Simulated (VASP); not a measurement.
# Rh in VASP: further runs, part 2 of 2

VASP 6.6.1. Earlier steps stand in the parts before.

**3. Single point, r2SCAN (strain -0.050 along x and y, +0.000 along z)**

POSCAR

```
Rh
1.0
    0.0000000000      1.8064725000      1.9015500000
    1.8064725000      0.0000000000      1.9015500000
    1.8064725000      1.8064725000      0.0000000000
Rh
1
Direct
    0.0000000000      0.0000000000      0.0000000000
```

INCAR.step1

```
SYSTEM = Rh
ALGO = Normal
EDIFF = 1E-4
ENCUT = 520
GGA = PE
ISMEAR = 0
LASPH = .True.
LCHARG = .False.
LREAL = .False.
LWAVE = .True.
NBANDS = 14
NELM = 80
PREC = Accurate
SIGMA = 0.15
```

INCAR.step2

```
SYSTEM = Rh
ALGO = Normal
EDIFF = 1E-6
ENCUT = 520
ISIF = 2
ISMEAR = 0
ISTART = 1
LASPH = .True.
LCHARG = .True.
LELF = .True.
LMIXTAU = .True.
LREAL = .False.
LVHAR = .True.
LWAVE = .False.
METAGGA = R2SCAN
NBANDS = 14
NELM = 80
PREC = Accurate
SIGMA = 0.15
```

KPOINTS

```
k-points
0
Gamma
  22 22 22
  0 0 0
```

Potentials or basis: VASP PAW PBE potentials, release 64 (Rh_pv).

Launch:

```bash
$ cat potpaw_PBE.64/Rh_pv/POTCAR > POTCAR
$ cp INCAR.step1 INCAR
$ mpirun -np 1 vasp_std > vasp.out
$ cp INCAR.step2 INCAR
$ mpirun -np 1 vasp_std > vasp.out
```

OUTCAR:

```text
SYSTEM = Rh
   EDIFF = 1E-6
   ENCUT = 520
   ISIF = 2
   ISMEAR = 0
   ISTART = 1
   LASPH = .True.
   LREAL = .False.
   METAGGA = R2SCAN
   NELM = 80
   PREC = Accurate

 ion  position               nearest neighbor table
   1  0.000  0.000  0.000-

  LATTYP: Found a body centered tetragonal cell.
 ALAT       =     2.5547379096
 C/A-ratio  =     1.4886458551

  Lattice vectors:

 A1 = (  -1.8064725000,   0.0000000000,   1.9015500000)
 A2 = (   1.8064725000,   0.0000000000,   1.9015500000)
 A3 = (   0.0000000000,   1.8064725000,  -1.9015500000)

Analysis of symmetry for initial positions (statically):
=====================================================================
 Subroutine PRICEL returns:
 Original cell was already a primitive cell.

 Routine SETGRP: Setting up the symmetry group for a
 body centered tetragonal supercell.

 Subroutine GETGRP returns: Found 16 space group operations
 (whereof 16 operations were pure point group operations)
 out of a pool of 16 trial point group operations.

The static configuration has the point symmetry D_4h.

[... 167 lines left out ...]
      1     -34.2733      2.00000
      2     -34.2356      2.00000
      3     -34.2356      2.00000
      4       4.7512      2.00000
      5       9.5611      2.00000
      6      10.2432      2.00000
      7      10.2432      2.00000
      8      12.0462      2.00000
      9      12.8787      2.00000
     10      30.3546      0.00000
     11      31.0171      0.00000
     12      35.4633      0.00000
     13      37.3191      0.00000
     14      37.3191      0.00000
[... 377 lines left out ...]
      1     -35.3514      2.00000
      2     -34.4662      2.00000
      3     -34.3460      2.00000
      4       6.5252      2.00000
      5       9.5034      2.00000
      6      10.2635      2.00000
      7      13.4932      1.96104
      8      14.1734      0.00001
      9      15.5730      0.00000
     10      24.1453      0.00000
     11      30.0010      0.00000
     12      31.0181      0.00000
     13      36.3680      0.00000
     14      37.6017      0.00000

 [... further k-points ...]

------------------------ aborting loop because EDIFF is reached ----------------------------------------

  FORCE on cell =-STRESS in cart. coord.  units (eV):
  Direction    XX          YY          ZZ          XY          YZ          ZX
  --------------------------------------------------------------------------------------
  -------------------------------------------------------------------------------------
  Total        3.4705585      3.4705585      2.1163574      0.0000000     -0.0000000      0.0000000
  in kB      448.0324737    448.0324737    273.2116004      0.0000000     -0.0000000      0.0000000
  external PRESSURE =     389.7588492 kB  Pullay stress =       0.0000000 kB

 VOLUME and BASIS-vectors are now :
 -----------------------------------------------------------------------------
  energy-cutoff  :      520.00
  volume of cell :       12.41
      direct lattice vectors                 reciprocal lattice vectors
     0.000000000  1.806472500  1.901550000    -0.276782514  0.276782514  0.262943388
     1.806472500  0.000000000  1.901550000     0.276782514 -0.276782514  0.262943388
     1.806472500  1.806472500  0.000000000     0.276782514  0.276782514 -0.262943388

 POSITION                                       TOTAL-FORCE (eV/Angst)
 -----------------------------------------------------------------------------------
      0.00000      0.00000      0.00000         0.000000     -0.000000      0.000000
 -----------------------------------------------------------------------------------
    total drift:                                0.000000     -0.000000      0.000000

  FREE ENERGIE OF THE ION-ELECTRON SYSTEM (eV)
  ---------------------------------------------------
  free  energy   TOTEN  =       -23.9731572455 eV

  energy  without entropy=      -23.9612281863  energy(sigma->0) =      -23.96719272
```

Run time: 2.8 min. Hardware: 1 thread of Intel Xeon 6975P-C (Granite Rapids), shared host; peak memory 0.24 GiB.

Results:

```
Free energy            : -23.9732 eV
Pressure               : 39.0 GPa
Band gap on the k mesh : zero (an odd number of electrons rules out a gap without spin polarisation)
```

Levels at points of the mesh, in eV from the Fermi level:
```csv
k point,band 3,band 4,band 5,band 6,band 7,band 8,band 9,band 10,band 11,band 12
"(0.00, 0.00, 0.00)",-47.95,-8.96,-4.15,-3.47,-3.47,-1.67,-0.83,16.64,17.30,21.75
"(0.50, 0.00, 0.00)",-48.06,-7.27,-4.18,-3.51,0.56,0.83,0.87,10.29,16.14,17.31
"(0.50, 0.50, 0.00)",-48.29,-7.58,-7.17,0.69,1.22,1.22,2.88,13.28,15.34,15.34
"(0.50, 0.00, 0.50)",-48.35,-7.64,-7.19,0.59,0.96,1.58,4.11,13.97,14.75,14.83
```

Caveat: the cell differs from its parent crystal (strain -0.050 along x and y, +0.000 along z); the cell stands under pressure; the PAW data sets were made with another functional, which shifts forces and pressure a little.

**4. Single point, r2SCAN (strain -0.025 along x and y, -0.050 along z)**

POSCAR

```
Rh
1.0
    0.0000000000      1.8540112500      1.8064725000
    1.8540112500      0.0000000000      1.8064725000
    1.8540112500      1.8540112500      0.0000000000
Rh
1
Direct
    0.0000000000      0.0000000000      0.0000000000
```

INCAR.step1

```
ALGO = Normal
EDIFF = 1E-4
ENCUT = 520
GGA = PE
ISMEAR = 0
LASPH = T
LCHARG = F
LREAL = F
LWAVE = T
NBANDS = 14
NELM = 100
PREC = Accurate
SIGMA = 0.15
```

INCAR.step2

```
ALGO = Normal
EDIFF = 1E-6
ENCUT = 520
ISIF = 2
ISMEAR = 0
ISTART = 1
LASPH = T
LCHARG = F
LMIXTAU = T
LREAL = F
LWAVE = F
METAGGA = R2SCAN
NBANDS = 14
NELM = 100
PREC = Accurate
SIGMA = 0.15
```

KPOINTS

```
k-points
0
Gamma
  22 22 22
```

Launch:

```bash
$ cat potpaw_PBE.64/Rh_pv/POTCAR > POTCAR
$ cp INCAR.step1 INCAR
$ mpirun -np 1 vasp_std > vasp.out
$ cp INCAR.step2 INCAR
$ mpirun -np 1 vasp_std > vasp.out
```

Run time: 2.8 min. Hardware: 1 thread of Intel Xeon 6975P-C (Granite Rapids), shared host; peak memory 0.24 GiB.

The run converged. Its results:

- Free energy: -23.9923 eV
- Pressure: 38.3 GPa
- Band gap on the k mesh: zero (an odd number of electrons rules out a gap without spin polarisation)

Stress tensor (GPa, compression positive):
```
35.52  0.00  0.00
 0.00 35.52  0.00
 0.00  0.00 43.76
```

Levels at points of the mesh, in eV from the Fermi level:
```csv
k point,band 5,band 6,band 7,band 8,band 9,band 10
"(0.00, 0.00, 0.00)",-3.82,-3.82,-3.49,-1.44,-1.04,16.60
"(0.50, 0.00, 0.00)",-4.02,-3.67,0.63,0.80,0.82,10.27
"(0.50, 0.50, 0.00)",-7.22,0.63,1.27,1.27,4.11,14.32
"(0.50, 0.00, 0.50)",-7.18,0.64,1.10,1.39,3.47,14.03
```

Caveat: the cell differs from its parent crystal (strain -0.025 along x and y, -0.050 along z); the cell stands under pressure; the PAW data sets were made with another functional, which shifts forces and pressure a little.

**5. The runs side by side**

```csv
cell,gap on the mesh (eV),pressure (GPa)
"a = 2.756 Å, angles 60.0°, 1 atom",none,-16.8
"a = 2.623, b = 2.623, c = 2.555 Å, angles 60.9, 60.9, 58.3°, 1 atom",none,39.0
"a = 2.589, b = 2.589, c = 2.622 Å, angles 59.6, 59.6, 60.9°, 1 atom",none,38.3
```

Alike in all rows: task single point; level r2SCAN; potentials or basis VASP PAW PBE potentials, release 64 (Rh_pv); no spin polarisation; k mesh 22 × 22 × 22; cutoff (eV) 520; smearing gaussian 0.15 eV.

Caveats: the PAW data sets were made with another functional, which shifts forces and pressure a little; the cell stands under pressure (at least some runs); the cell stands under tension (at least some runs); an empty level that is flat over the whole mesh can mark a ghost state of the potentials, or a narrow d or f band (at least some runs).

Absolute energies hang on the potentials; compare differences alone.
